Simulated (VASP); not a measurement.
# Fe (P6/mmm) in VASP: relaxation of shape and atoms at fixed volume with PBE

Aim: the relaxation of shape and atoms at fixed volume of Fe with PBE.

All numbers are computed with VASP 6.6.1; they aren't measurements. Logs are shortened: lines on timing, memory, paths and dates and some standing lists are left out, and cuts for length are marked.

## (1) The cell of the first run

It takes space group P6/mmm (No. 191, hexagonal). Conventional cell: a = 3.671 Å, b = 3.671 Å, c = 2.090 Å, α = 90.00°, β = 90.00°, γ = 120.00°. Fe (site symmetry 6/mmm) has 14 Fe at 2.09 to 2.36 Å within 2.8 Å. Fe (site symmetry -6m2) has 11 Fe at 2.09 to 2.36 Å within 2.8 Å.

This isn't the form of Fe at room conditions, which is bcc.

## (2) Relaxation of shape and atoms at fixed volume, PBE, collinear spin, ferromagnetic start

Contents of INCAR:

```
PREC = Accurate
ENCUT = 600
EDIFF = 1E-7
ISMEAR = -1
SIGMA = 0.08
LREAL = False
LASPH = True
NELM = 150
ALGO = Normal
ISIF = 4
LWAVE = False
LCHARG = False
ISPIN = 2
MAGMOM = 2.5 2.5 2.5
LORBIT = 11
LMAXMIX = 4
GGA = PE
IBRION = 2
NSW = 50
EDIFFG = -0.005
```

Contents of KPOINTS:

```
regular mesh
0
Gamma
  9 9 12
```

Contents of POSCAR:

```
Fe
1.0
    3.6708696146      0.0000000000      0.0000000000
   -1.8354348073      3.1790663402      0.0000000000
    0.0000000000      0.0000000000      2.0896403942
Fe
3
Direct
    0.0000000000      0.0000000000      0.0000000000
    0.3333333333      0.6666666667      0.5000000000
    0.6666666667      0.3333333333      0.5000000000
```

Potentials or basis: VASP PAW PBE potentials, release 64 (Fe).

On the command line:

```
$ cat potpaw_PBE.64/Fe/POTCAR > POTCAR
$ mpirun -np 1 vasp_std > vasp.out
```

OUTCAR:

```text
PREC = Accurate
   ENCUT = 600
   EDIFF = 1E-7
   ISMEAR = -1
   LREAL = False
   LASPH = True
   NELM = 150
   ISIF = 4
   ISPIN = 2
   LORBIT = 11
   GGA = PE
   IBRION = 2
   NSW = 50
   EDIFFG = -0.005

 ion  position               nearest neighbor table
   1  0.000  0.000  0.000-   2 2.36   3 2.36   2 2.36   3 2.36   2 2.36   2 2.36   3 2.36   3 2.36
                             3 2.36   3 2.36   2 2.36   2 2.36
   2  0.333  0.667  0.500-   3 2.12   3 2.12   3 2.12   1 2.36   1 2.36   1 2.36   1 2.36   1 2.36
                             1 2.36   3 2.98   3 2.98   3 2.98   3 2.98   3 2.98   3 2.98
   3  0.667  0.333  0.500-   2 2.12   2 2.12   2 2.12   1 2.36   1 2.36   1 2.36   1 2.36   1 2.36
                             1 2.36   2 2.98   2 2.98   2 2.98   2 2.98   2 2.98   2 2.98

  LATTYP: Found a hexagonal cell.
 ALAT       =     3.6708696146
 C/A-ratio  =     0.5692494187

  Lattice vectors:

 A1 = (   3.6708696146,   0.0000000000,   0.0000000000)
 A2 = (  -1.8354348073,   3.1790663402,   0.0000000000)
 A3 = (   0.0000000000,   0.0000000000,   2.0896403942)

Analysis of symmetry for initial positions (statically):
=====================================================================
 Subroutine PRICEL returns:
 Original cell was already a primitive cell.

 Routine SETGRP: Setting up the symmetry group for a
 hexagonal supercell.

 Subroutine GETGRP returns: Found 24 space group operations
 (whereof 24 operations were pure point group operations)
 out of a pool of 24 trial point group operations.

The static configuration has the point symmetry D_6h.

Analysis of symmetry for dynamics (positions and initial velocities):
=====================================================================
 Subroutine PRICEL returns:
 Original cell was already a primitive cell.

 Routine SETGRP: Setting up the symmetry group for a
 hexagonal supercell.

 Subroutine GETGRP returns: Found 24 space group operations
 (whereof 24 operations were pure point group operations)
 out of a pool of 24 trial point group operations.

The dynamic configuration has the point symmetry D_6h.

Analysis of structural, dynamic, and magnetic symmetry:
=====================================================================
 Subroutine PRICEL returns:
 Original cell was already a primitive cell.

 Routine SETGRP: Setting up the symmetry group for a
 hexagonal supercell.

 Subroutine GETGRP returns: Found 24 space group operations
 (whereof 24 operations were pure point group operations)
 out of a pool of 24 trial point group operations.

The overall configuration has the point symmetry D_6h.

 Subroutine INISYM returns: Found 24 space group operations
 (whereof 24 operations are pure point group operations),
 and found     1 'primitive' translations

----------------------------------------------------------------------------------------

                                     Primitive cell

  volume of cell :      24.3860

  direct lattice vectors                    reciprocal lattice vectors
     3.670869615  0.000000000  0.000000000     0.272415015  0.157278882  0.000000000
    -1.835434807  3.179066340  0.000000000     0.000000000  0.314557764  0.000000000
     0.000000000  0.000000000  2.089640394     0.000000000  0.000000000  0.478551239

  length of vectors
     3.670869615  3.670869615  2.089640394     0.314557764  0.314557764  0.478551239

  position of ions in fractional coordinates (direct lattice)
     0.000000000  0.000000000  0.000000000
     0.333333333  0.666666667  0.500000000
     0.666666667  0.333333333  0.500000000

  ion indices of the primitive-cell ions
   primitive index   ion index
                 1           1
                 2           2
                 3           3

----------------------------------------------------------------------------------------

 KPOINTS: regular mesh

Automatic generation of k-mesh.
 Grid dimensions read from file:
 generate k-points for:    9    9   12

 Generating k-lattice:

  Cartesian coordinates                     Fractional coordinates (reciprocal lattice)
     0.030268335  0.017475431  0.000000000     0.111111111 -0.000000000  0.000000000
     0.000000000  0.034950863  0.000000000     0.000000000  0.111111111  0.000000000
     0.000000000  0.000000000  0.039879270     0.000000000  0.000000000  0.083333333

  Length of vectors
     0.034950863  0.034950863  0.039879270

  Shift w.r.t. Gamma in fractional coordinates (k-lattice)
     0.000000000  0.000000000  0.000000000

 Subroutine IBZKPT returns following result:
 ===========================================

 Found     84 irreducible k-points:

 Following reciprocal coordinates:
            Coordinates               Weight
  0.000000  0.000000  0.000000      1.000000
  0.111111  0.000000  0.000000      6.000000
  0.222222  0.000000  0.000000      6.000000
  0.333333  0.000000  0.000000      6.000000
  0.444444  0.000000  0.000000      6.000000
  0.111111  0.111111  0.000000      6.000000
[... 16 lines left out ...]
  0.333333  0.222222  0.083333     24.000000
  0.333333  0.333333  0.083333      4.000000
 [... further k-points ...]
   k-points           NKPTS =     84   k-points in BZ     NKDIM =     84   number of bands    NBANDS=     20
   number of dos      NEDOS =    301   number of ions     NIONS =      3
   total plane-waves  NPLWV =  16200
   dimension x,y,z NGX =    30 NGY =   30 NGZ =   18
   dimension x,y,z NGXF=    60 NGYF=   60 NGZF=   36
   ions per type =               3
   NGX,Y,Z   is equivalent  to a cutoff of  13.59, 13.59, 14.32 a.u.
   NGXF,Y,Z  is equivalent  to a cutoff of  27.17, 27.17, 28.64 a.u.
 SYSTEM =  unknown system
   PREC   = accura    normal or accurate (medium, high low for compatibility)
   ISTART =      0    job   : 0-new  1-cont  2-samecut
   ICHARG =      2    charge: 1-file 2-atom 10-const
   ISPIN  =      2    spin polarized calculation?
   LNONCOLLINEAR =      F non collinear calculations
   LSORBIT =      F    spin-orbit coupling
   LASPH  =      T    aspherical Exc in radial PAW
   ENCUT  =  600.0 eV  44.10 Ry    6.64 a.u.   7.33  7.33  4.17*2*pi/ulx,y,z
   NELM   =    150;   NELMIN=  2; NELMDL= -5     # of ELM steps
   EDIFF  = 0.1E-06   stopping-criterion for ELM
   LREAL  =      F    real-space projection
   EDIFFG = -.5E-02   stopping-criterion for IOM
   NSW    =     50    number of steps for IOM
   IBRION =      2    ionic relax: 0-MD 1-quasi-New 2-CG
   NFREE  =      1    steps in history (QN), initial steepest desc. (CG)
   ISIF   =      4    stress and relaxation
   ISYM   =      2    0-nonsym 1-usesym 2-fastsym
   POTIM  = 0.5000    time-step for ionic-motion
   TEBEG  =    0.0;   TEEND  =   0.0 temperature during run
   PSTRESS=    0.0 pullay stress
   NELECT =      24.0000    total number of electrons
   NUPDOWN=      -1.0000    fix difference up-down
   EMIN   =  10.00;   EMAX   =-10.00  energy-range for DOS
   EFERMI =   0.00;   METHOD = LEGACY
   ISMEAR =    -1;   SIGMA  =   0.08  broadening in eV -4-tet -1-fermi 0-gaus
   EFERMI_NEDOS =   21; number of points for ismear=-14 and -15
   IALGO  =     38    algorithm
   IMIX   =      4    mixing-type and parameters
     AMIX     =   0.40;   BMIX     =  1.00
     AMIX_MAG =   1.60;   BMIX_MAG =  1.00
  volume/ion in A,a.u.               =       8.13        54.85
  Fermi-wavevector in a.u.,A,eV,Ry     =   1.628415  3.077259 36.079070  2.651737
  Thomas-Fermi vector in A             =   2.721050
   LORBIT       =     11    0 simple, 1 ext, 2 COOP (PROOUT), +10 PAW based schemes
   GGA     = PE    functional components
   LHFCALC =     F    Hartree Fock is set to
   AEXX    =    0.0000 exact exchange contribution
   IVDW    =     0    specifies the selected vdW correction
   LEPSILON=     F    determine dielectric tensor
   LRPA    =     F    only Hartree local field effects (RPA)
 conjugate gradient relaxation of ions
 spin polarized calculation
  energy-cutoff  :      600.00
  volume of cell :       24.39
 maximum number of plane-waves:       843
 NGX is ok and might be reduce to    30
   NGX = 15   NGY = 15   NGZ =  9

--------------------------------------- Ionic step        1  -------------------------------------------

 number of electron      24.0000005 magnetization      -0.0017953

 number of electron      24.0000005 magnetization       0.0031772

 Free energy of the ion-electron system (eV)
  ---------------------------------------------------
  ext. energy  EPLUGINS =         0.00000000
  ---------------------------------------------------
  free energy    TOTEN  =       -21.70981899 eV

  energy without entropy =      -21.61463159  energy(sigma->0) =      -21.66222529

 E-fermi :   9.9939     XC(G=0): -15.1472

 val. band max:        9.9872414952   @ k =   0.3333   0.2222   0.0833
 cond. band min:       9.9958276912   @ k =   0.3333   0.0000   0.3333
 fundamental gap:      0.0085861960
 Fermi energy:         9.9939437893

 spin component 1

 k-point     1 :       0.0000    0.0000    0.0000
  band No.  band energies     occupation
      1      -0.4070      1.00000
      2       3.8515      1.00000
      3       5.9932      1.00000
      4       5.9932      1.00000
      5       6.0159      1.00000
      6       6.0159      1.00000
[... 541 lines left out ...]
     19      25.2642      0.00000
     20      25.7147      0.00000

 [... further k-points ...]

 spin component 2

 k-point     1 :       0.0000    0.0000    0.0000
  band No.  band energies     occupation
      1      -0.4069      1.00000
      2       3.8520      1.00000
      3       5.9938      1.00000
      4       5.9938      1.00000
      5       6.0167      1.00000
      6       6.0167      1.00000
[... 541 lines left out ...]
     19      25.2646      0.00000
     20      25.7153      0.00000

 [... further k-points ...]

------------------------ aborting loop because EDIFF is reached ----------------------------------------

  FORCE on cell =-STRESS in cart. coord.  units (eV):
  Direction    XX          YY          ZZ          XY          YZ          ZX
  --------------------------------------------------------------------------------------
  -------------------------------------------------------------------------------------
  Total       14.5988968     14.5988968     25.5227878      0.0000000     -0.0000000      0.0000000
  in kB      959.1588009    959.1588009   1676.8668839      0.0000000     -0.0000000      0.0000000
  external PRESSURE =    1198.3948285 kB  Pullay stress =       0.0000000 kB
[... 92 lines left out ...]
  FREE ENERGIE OF THE ION-ELECTRON SYSTEM (eV)
  ---------------------------------------------------
  free  energy   TOTEN  =       -22.0302227557 eV

  energy  without entropy=      -21.9489314360  energy(sigma->0) =      -21.98957710

[... ionic steps 4 to 15 ...]

--------------------------------------- Ionic step       16  -------------------------------------------

 number of electron      23.9999994 magnetization       0.0000006

------------------------ aborting loop because EDIFF is reached ----------------------------------------
[... 69 lines left out ...]
--------------------------------------- Ionic step       18  -------------------------------------------

 number of electron      23.9999994 magnetization       0.0000001

 Free energy of the ion-electron system (eV)
  ---------------------------------------------------
  ext. energy  EPLUGINS =         0.00000000
  ---------------------------------------------------
  free energy    TOTEN  =       -22.03027092 eV

  energy without entropy =      -21.94893890  energy(sigma->0) =      -21.98960491

 E-fermi :  10.0211     XC(G=0): -15.1484

 val. band max:       10.0162680332   @ k =   0.2222   0.1111   0.1667
 cond. band min:      10.0318381078   @ k =   0.3333   0.0000   0.0000
 fundamental gap:      0.0155700747
 Fermi energy:        10.0210972884

 spin component 1

 k-point     1 :       0.0000    0.0000    0.0000
  band No.  band energies     occupation
      1      -0.4094      1.00000
      2       3.8033      1.00000
      3       6.1369      1.00000
      4       6.1369      1.00000
      5       6.1482      1.00000
      6       6.1482      1.00000
[... 541 lines left out ...]
     19      26.0724      0.00000
     20      26.6896      0.00000

 [... further k-points ...]

 spin component 2

 k-point     1 :       0.0000    0.0000    0.0000
  band No.  band energies     occupation
      1      -0.4094      1.00000
      2       3.8033      1.00000
      3       6.1369      1.00000
      4       6.1369      1.00000
      5       6.1482      1.00000
      6       6.1482      1.00000
[... 541 lines left out ...]
     19      26.0724      0.00000
     20      26.6896      0.00000

 [... further k-points ...]

------------------------ aborting loop because EDIFF is reached ----------------------------------------

  FORCE on cell =-STRESS in cart. coord.  units (eV):
  Direction    XX          YY          ZZ          XY          YZ          ZX
  --------------------------------------------------------------------------------------
  -------------------------------------------------------------------------------------
  Total       17.9027438     17.9027438     17.8809804     -0.0000000     -0.0000000      0.0000000
  in kB     1176.2241048   1176.2241047   1174.7942268     -0.0000000     -0.0000000      0.0000000
  external PRESSURE =    1175.7474787 kB  Pullay stress =       0.0000000 kB
[... 18 lines left out ...]
  FREE ENERGIE OF THE ION-ELECTRON SYSTEM (eV)
  ---------------------------------------------------
  free  energy   TOTEN  =       -22.0302709174 eV

  energy  without entropy=      -21.9489389040  energy(sigma->0) =      -21.98960491

 reached required accuracy - stopping structural energy minimisation

 total charge

# of ion       s       p       d       tot
------------------------------------------
    1        0.644   0.887   6.622   8.153
    2        0.678   0.901   6.710   8.289
    3        0.678   0.901   6.710   8.289
--------------------------------------------------
tot          2.000   2.689  20.043  24.732

 magnetization (x)

# of ion       s       p       d       tot
------------------------------------------
    1        0.000   0.000   0.000   0.000
    2        0.000  -0.000   0.000   0.000
    3        0.000  -0.000   0.000   0.000
--------------------------------------------------
tot          0.000  -0.000   0.000   0.000
```

It took 28 min on 1 thread of Intel Xeon 8259CL, shared host; peak memory 0.22 GiB.

Results:

```yaml
Free_energy: -22.0303 eV
Energy_gained_by_relaxing: 106.8 meV/atom
Ionic_steps: 18
Pressure_after_relaxing: 117.6 GPa
Band_gap_on_the_k_mesh: zero (filled and empty bands overlap)
Net_moment: 0.00 μB per cell
```

Stress tensor (GPa, compression positive):
```
117.62   0.00   0.00
  0.00 117.62   0.00
  0.00   0.00 117.48
```

The path:
| step | energy change (eV) | largest force (eV/Å) | pressure (GPa) | volume (Å³) |
| --- | --- | --- | --- | --- |
| 1 | 0.0000 | 0.0000 | 119.84 | 24.39 |
| 2 | -0.0312 | 0.0000 | 122.78 | 24.39 |
| 3 | -0.3204 | 0.0000 | 117.56 | 24.39 |
| 4 | -0.3204 | 0.0000 | 117.55 | 24.39 |
| 5 | -0.3204 | 0.0000 | 117.56 | 24.39 |
| 6 | -0.3204 | 0.0000 | 117.56 | 24.39 |
| 7 | -0.3204 | 0.0000 | 117.56 | 24.39 |
| 8 | -0.3204 | 0.0000 | 117.56 | 24.39 |
| 9 | -0.3204 | 0.0000 | 117.56 | 24.39 |
| 10 | -0.3204 | 0.0000 | 117.56 | 24.39 |
| 11 | -0.3204 | 0.0000 | 117.56 | 24.39 |
| 12 | -0.3204 | 0.0000 | 117.56 | 24.39 |
| 13 | -0.3204 | 0.0000 | 117.56 | 24.39 |
| 14 | -0.3204 | 0.0000 | 117.56 | 24.39 |
| 15 | -0.3204 | 0.0000 | 117.56 | 24.39 |
| 16 | -0.3204 | 0.0000 | 117.57 | 24.39 |
| 17 | -0.3205 | 0.0000 | 117.57 | 24.39 |
| 18 | -0.3205 | 0.0000 | 117.57 | 24.39 |

Final structure:
```xyz
3
Lattice="3.5660 0.0000 0.0000 -1.7830 3.0883 0.0000 0.0000 0.0000 2.2143" Properties=species:S:1:pos:R:3 pbc="T T T"
Fe    0.0000    0.0000    0.0000
Fe    0.0000    2.0589    1.1072
Fe    1.7830    1.0294    1.1072
```

Levels at points of the mesh, in eV from the Fermi level:
Spin up:
```tsv
k point	band 10	band 11	band 12	band 13	band 14	band 15
(0.00, 0.00, 0.00)	-1.94	-1.19	-1.19	-1.10	-1.10	1.36
(0.00, 0.00, 0.50)	-1.99	0.54	0.54	1.05	1.05	2.03
```
Spin down:
```csv
k point,band 8,band 9,band 10,band 11,band 12,band 13,band 14,band 15,band 16,band 17
"(0.00, 0.00, 0.00)",-2.65,-1.94,-1.94,-1.19,-1.19,-1.10,-1.10,1.36,1.36,9.70
"(0.00, 0.00, 0.50)",-2.03,-1.99,-1.99,0.54,0.54,1.05,1.05,2.03,3.14,4.30
```

Caveat: the moments typed at the start vanished in this run.
